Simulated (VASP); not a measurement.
# Ni3Ge (P4mm) in VASP: single point with PBEsol

Aim: the single point of Ni3Ge with PBEsol.

Program: VASP 6.6.1. These are calculated values, not measurements. Logs are shortened: lines on timing, memory, paths and dates and some standing lists are left out, and cuts for length are marked.

### 1 The cell of the first run

Symmetry: P4mm, No. 99, tetragonal system. The conventional cell has a = 3.525 Å, b = 3.525 Å, c = 3.525 Å, α = 90.00°, β = 90.00°, γ = 90.00°. Within 3.3 Å of Ni (site symmetry 2mm) lie 4 Ge at 2.48 to 2.51 Å and 8 Ni at 2.49 Å. Within 3.3 Å of Ni (site symmetry 4mm) lie 8 Ni at 2.49 Å and 4 Ge at 2.49 Å. Within 3.3 Å of Ge (site symmetry 4mm) lie 12 Ni at 2.48 to 2.51 Å.

### 2 Single point, PBEsol (atom 4 (Ge) moved -0.020 Å along Cartesian [1 0 0])

Input file INCAR:

```
SYSTEM = Ni3Ge
ALGO     = Fast           ! electronic algorithm
EDIFF    = 1E-7           ! SCF threshold, eV
ENCUT    = 520            ! plane-wave cutoff, eV
GGA      = PS             ! functional
ISIF     = 2              ! what is computed and relaxed
ISMEAR   = 0              ! smearing method
LASPH    = .TRUE.         ! aspherical terms in the spheres
LCHARG   = .TRUE.         ! write CHGCAR
LELF     = .TRUE.         ! ELF
LREAL    = .FALSE.        ! projectors in reciprocal space
LVHAR    = .TRUE.       
LWAVE    = .FALSE.        ! write WAVECAR
NBANDS   = 30             ! bands
NELM     = 60             ! most SCF steps
PREC     = Accurate       ! precision mode
SIGMA    = 0.15           ! smearing width, eV
```

Input file KPOINTS:

```
k-points
0
G
  14 14 14
  0 0 0
```

Input file POSCAR:

```
Ni3Ge
1.0
    3.5249142772      0.0000000000      0.0000000000
    0.0000000000      3.5249142772      0.0000000000
    0.0000000000      0.0000000000      3.5249142772
Ni Ge
3 1
Direct
    0.5000000000      0.0000000000      0.5000000000
    0.0000000000      0.5000000000      0.5000000000
    0.5000000000      0.5000000000      0.0000000000
   -0.0056738968      0.0000000000      0.0000000000
```

Potentials or basis: VASP PAW PBE potentials, release 64 (Ni, Ge_d).

Command:

```
$ cat potpaw_PBE.64/Ni/POTCAR potpaw_PBE.64/Ge_d/POTCAR > POTCAR
$ mpirun -np 1 vasp_std > vasp.out
```

OUTCAR:

```text
SYSTEM = Ni3Ge
   EDIFF = 1E-7
   ENCUT = 520
   GGA = PS
   ISIF = 2
   ISMEAR = 0
   LASPH = .TRUE.
   LREAL = .FALSE.
   NELM = 60
   PREC = Accurate

 ion  position               nearest neighbor table
   1  0.500  0.000  0.500-   4 2.48   4 2.48   2 2.49   3 2.49   3 2.49   2 2.49   3 2.49   3 2.49
                             2 2.49   2 2.49   4 2.51   4 2.51
   2  0.000  0.500  0.500-   1 2.49   3 2.49   3 2.49   1 2.49   1 2.49   3 2.49   3 2.49   1 2.49
                             4 2.49   4 2.49   4 2.49   4 2.49
   3  0.500  0.500  0.000-   4 2.48   4 2.48   1 2.49   1 2.49   2 2.49   1 2.49   2 2.49   1 2.49
                             2 2.49   2 2.49   4 2.51   4 2.51
   4  0.994  0.000  0.000-   1 2.48   3 2.48   1 2.48   3 2.48   2 2.49   2 2.49   2 2.49   2 2.49
                             1 2.51   3 2.51   1 2.51   3 2.51

  LATTYP: Found a simple cubic cell.
 ALAT       =     3.5249142772

  Lattice vectors:

 A1 = (   3.5249142772,   0.0000000000,   0.0000000000)
 A2 = (   0.0000000000,   3.5249142772,   0.0000000000)
 A3 = (   0.0000000000,   0.0000000000,   3.5249142772)

Analysis of symmetry for initial positions (statically):
=====================================================================
 Subroutine PRICEL returns:
 Original cell was already a primitive cell.

 Routine SETGRP: Setting up the symmetry group for a
 simple cubic supercell.

 Subroutine GETGRP returns: Found  8 space group operations
 (whereof  8 operations were pure point group operations)
 out of a pool of 48 trial point group operations.

The static configuration has the point symmetry C_4v.

Analysis of symmetry for dynamics (positions and initial velocities):
=====================================================================
 Subroutine PRICEL returns:
 Original cell was already a primitive cell.

 Routine SETGRP: Setting up the symmetry group for a
 simple cubic supercell.

 Subroutine GETGRP returns: Found  8 space group operations
 (whereof  8 operations were pure point group operations)
 out of a pool of 48 trial point group operations.

The dynamic configuration has the point symmetry C_4v.

 Subroutine INISYM returns: Found  8 space group operations
 (whereof  8 operations are pure point group operations),
 and found     1 'primitive' translations

----------------------------------------------------------------------------------------

                                     Primitive cell

  volume of cell :      43.7971

  direct lattice vectors                    reciprocal lattice vectors
     3.524914277  0.000000000  0.000000000     0.283694842  0.000000000  0.000000000
     0.000000000  3.524914277  0.000000000     0.000000000  0.283694842  0.000000000
     0.000000000  0.000000000  3.524914277     0.000000000  0.000000000  0.283694842

  length of vectors
     3.524914277  3.524914277  3.524914277     0.283694842  0.283694842  0.283694842

  position of ions in fractional coordinates (direct lattice)
     0.500000000  0.000000000  0.500000000
     0.000000000  0.500000000  0.500000000
     0.500000000  0.500000000  0.000000000
     0.994326103  0.000000000  0.000000000

  ion indices of the primitive-cell ions
   primitive index   ion index
                 1           1
                 2           2
                 3           3
                 4           4

----------------------------------------------------------------------------------------

 KPOINTS: k-points

Automatic generation of k-mesh.
 Grid dimensions read from file:
 generate k-points for:   14   14   14

 Generating k-lattice:

  Cartesian coordinates                     Fractional coordinates (reciprocal lattice)
     0.020263917  0.000000000  0.000000000     0.071428571  0.000000000  0.000000000
     0.000000000  0.020263917  0.000000000     0.000000000  0.071428571  0.000000000
     0.000000000  0.000000000  0.020263917     0.000000000  0.000000000  0.071428571

  Length of vectors
     0.020263917  0.020263917  0.020263917

  Shift w.r.t. Gamma in fractional coordinates (k-lattice)
     0.000000000  0.000000000  0.000000000

 Subroutine IBZKPT returns following result:
 ===========================================

 Found    288 irreducible k-points:

 Following reciprocal coordinates:
            Coordinates               Weight
  0.000000  0.000000  0.000000      1.000000
  0.071429  0.000000  0.000000      2.000000
  0.000000  0.071429  0.000000      4.000000
  0.142857  0.000000  0.000000      2.000000
  0.000000  0.142857  0.000000      4.000000
  0.214286  0.000000  0.000000      2.000000
[... 16 lines left out ...]
  0.071429  0.000000  0.214286      8.000000
  0.285714  0.071429  0.000000      8.000000
 [... further k-points ...]
   k-points           NKPTS =    288   k-points in BZ     NKDIM =    288   number of bands    NBANDS=     30
   number of dos      NEDOS =    301   number of ions     NIONS =      4
   total plane-waves  NPLWV =  21952
   dimension x,y,z NGX =    28 NGY =   28 NGZ =   28
   dimension x,y,z NGXF=    56 NGYF=   56 NGZF=   56
   ions per type =               3   1
   NGX,Y,Z   is equivalent  to a cutoff of  13.21, 13.21, 13.21 a.u.
   NGXF,Y,Z  is equivalent  to a cutoff of  26.41, 26.41, 26.41 a.u.
 SYSTEM =  Ni3Ge
   PREC   = accura    normal or accurate (medium, high low for compatibility)
   ISTART =      0    job   : 0-new  1-cont  2-samecut
   ICHARG =      2    charge: 1-file 2-atom 10-const
   ISPIN  =      1    spin polarized calculation?
   LNONCOLLINEAR =      F non collinear calculations
   LSORBIT =      F    spin-orbit coupling
   LASPH  =      T    aspherical Exc in radial PAW
   ENCUT  =  520.0 eV  38.22 Ry    6.18 a.u.   6.55  6.55  6.55*2*pi/ulx,y,z
   NELM   =     60;   NELMIN=  2; NELMDL= -5     # of ELM steps
   EDIFF  = 0.1E-06   stopping-criterion for ELM
   LREAL  =      F    real-space projection
   EDIFFG = 0.1E-05   stopping-criterion for IOM
   NSW    =      0    number of steps for IOM
   IBRION =     -1    ionic relax: 0-MD 1-quasi-New 2-CG
   NFREE  =      0    steps in history (QN), initial steepest desc. (CG)
   ISIF   =      2    stress and relaxation
   ISYM   =      2    0-nonsym 1-usesym 2-fastsym
   POTIM  = 0.5000    time-step for ionic-motion
   TEBEG  =    0.0;   TEEND  =   0.0 temperature during run
   PSTRESS=    0.0 pullay stress
   NELECT =      44.0000    total number of electrons
   NUPDOWN=      -1.0000    fix difference up-down
   EMIN   =  10.00;   EMAX   =-10.00  energy-range for DOS
   EFERMI =   0.00;   METHOD = LEGACY
   ISMEAR =     0;   SIGMA  =   0.15  broadening in eV -4-tet -1-fermi 0-gaus
   EFERMI_NEDOS =   21; number of points for ismear=-14 and -15
   IALGO  =     68    algorithm
   IMIX   =      4    mixing-type and parameters
     AMIX     =   0.40;   BMIX     =  1.00
     AMIX_MAG =   1.60;   BMIX_MAG =  1.00
  volume/ion in A,a.u.               =      10.95        73.89
  Fermi-wavevector in a.u.,A,eV,Ry     =   1.639622  3.098437 36.577378  2.688361
  Thomas-Fermi vector in A             =   2.730397
   LORBIT       =      0    0 simple, 1 ext, 2 COOP (PROOUT), +10 PAW based schemes
   GGA     = PS    functional components
   LHFCALC =     F    Hartree Fock is set to
   AEXX    =    0.0000 exact exchange contribution
   IVDW    =     0    specifies the selected vdW correction
   LEPSILON=     F    determine dielectric tensor
   LRPA    =     F    only Hartree local field effects (RPA)
 non-spin polarized calculation
 RMM-DIIS sequential band-by-band and
 Gauss-broadening in eV      SIGMA  =   0.15
  energy-cutoff  :      520.00
  volume of cell :       43.80
 maximum number of plane-waves:      1208
 NGX is ok and might be reduce to    28
   NGX = 13   NGY = 13   NGZ = 13

 number of electron      43.9999969 magnetization

 Free energy of the ion-electron system (eV)
  ---------------------------------------------------
  ext. energy  EPLUGINS =         0.00000000
  ---------------------------------------------------
  free energy    TOTEN  =       -24.74946940 eV

  energy without entropy =      -24.72796644  energy(sigma->0) =      -24.73871792

 E-fermi :  10.2788     XC(G=0): -13.6775

 val. band max:       10.2591133061   @ k =   0.0000   0.0714   0.0714
 cond. band min:      10.2799287619   @ k =   0.3571   0.4286   0.4286
 fundamental gap:      0.0208154558
 Fermi energy:        10.2788051344

 k-point     1 :       0.0000    0.0000    0.0000
  band No.  band energies     occupation
      1     -14.3221      2.00000
      2     -14.3221      2.00000
      3     -14.3071      2.00000
      4     -14.3071      2.00000
      5     -14.3070      2.00000
      6      -2.3319      2.00000
[... 22 lines left out ...]
     29      20.8322      0.00000
     30      20.8352      0.00000

 k-point     2 :       0.0714    0.0000    0.0000
  band No.  band energies     occupation
      1     -14.3219      2.00000
      2     -14.3208      2.00000
      3     -14.3072      2.00000
      4     -14.3072      2.00000
      5     -14.3070      2.00000
      6      -2.2738      2.00000
[... 22 lines left out ...]
     29      20.7076      0.00000
     30      20.7080      0.00000

 k-point     3 :       0.0000    0.0714    0.0000
  band No.  band energies     occupation
      1     -14.3219      2.00000
      2     -14.3207      2.00000
      3     -14.3072      2.00000
      4     -14.3071      2.00000
      5     -14.3070      2.00000
      6      -2.2738      2.00000
[... 22 lines left out ...]
     29      20.7075      0.00000
     30      20.7107      0.00000

 k-point     4 :       0.1429    0.0000    0.0000
  band No.  band energies     occupation
      1     -14.3212      2.00000
      2     -14.3170      2.00000
      3     -14.3072      2.00000
      4     -14.3072      2.00000
      5     -14.3068      2.00000
      6      -2.1012      2.00000
[... 616 lines left out ...]
     29      19.4474      0.00000
     30      20.6646      0.00000

 k-point    23 :       0.0714    0.0000    0.2143
  band No.  band energies     occupation
      1     -14.3194      2.00000
      2     -14.3110      2.00000
      3     -14.3075      2.00000
      4     -14.3072      2.00000
      5     -14.3067      2.00000
      6      -1.7652      2.00000
[... 22 lines left out ...]
     29      19.4446      0.00000
     30      20.6649      0.00000

 k-point    24 :       0.2857    0.0714    0.0000
  band No.  band energies     occupation
      1     -14.3183      2.00000
      2     -14.3078      2.00000
      3     -14.3074      2.00000
      4     -14.3063      2.00000
      5     -14.3049      2.00000
      6      -1.3956      2.00000
[... 22 lines left out ...]
     29      19.2631      0.00000
     30      21.5720      0.00000

 [... further k-points ...]

------------------------ aborting loop because EDIFF is reached ----------------------------------------

  FORCE on cell =-STRESS in cart. coord.  units (eV):
  Direction    XX          YY          ZZ          XY          YZ          ZX
  --------------------------------------------------------------------------------------
  -------------------------------------------------------------------------------------
  Total        0.0655252      0.0641044      0.0641044      0.0000000      0.0000000      0.0000000
  in kB        2.3970273      2.3450551      2.3450551      0.0000000      0.0000000      0.0000000
  external PRESSURE =       2.3623791 kB  Pullay stress =       0.0000000 kB

 VOLUME and BASIS-vectors are now :
 -----------------------------------------------------------------------------
  energy-cutoff  :      520.00
  volume of cell :       43.80
      direct lattice vectors                 reciprocal lattice vectors
     3.524914277  0.000000000  0.000000000     0.283694842  0.000000000  0.000000000
     0.000000000  3.524914277  0.000000000     0.000000000  0.283694842  0.000000000
     0.000000000  0.000000000  3.524914277     0.000000000  0.000000000  0.283694842

 POSITION                                       TOTAL-FORCE (eV/Angst)
 -----------------------------------------------------------------------------------
      1.76246      0.00000      1.76246        -0.077301      0.000000     -0.000000
      0.00000      1.76246      1.76246         0.016632      0.000000     -0.000000
      1.76246      1.76246      0.00000        -0.077301      0.000000     -0.000000
      3.50491      0.00000      0.00000         0.137970     -0.000000      0.000000
 -----------------------------------------------------------------------------------
    total drift:                                0.000043      0.000000     -0.000012

  FREE ENERGIE OF THE ION-ELECTRON SYSTEM (eV)
  ---------------------------------------------------
  free  energy   TOTEN  =       -24.7494694005 eV

  energy  without entropy=      -24.7279664431  energy(sigma->0) =      -24.73871792
```

Run time: 6.8 min. Hardware: 1 thread of Intel Xeon Platinum 8259CL at 2.50GHz (Skylake/Cascade Lake), shared host; peak memory 0.41 GiB.

Results:

```
Free energy            : -24.7495 eV
Pressure               : 0.2 GPa
Largest force          : 0.138 eV/Å
Band gap on the k mesh : zero (bands 22 and 23 overlap by 0.23 eV)
```

Forces in eV/Å, atoms in the order of the input:
```
Ni  -0.077  0.000  0.000
Ni   0.017  0.000  0.000
Ni  -0.077  0.000  0.000
Ge   0.138  0.000  0.000
```

Caveat: the cell differs from its parent crystal (atom 4 (Ge) moved -0.020 Å along Cartesian [1 0 0]); the PAW data sets were made with another functional, which shifts forces and pressure a little.
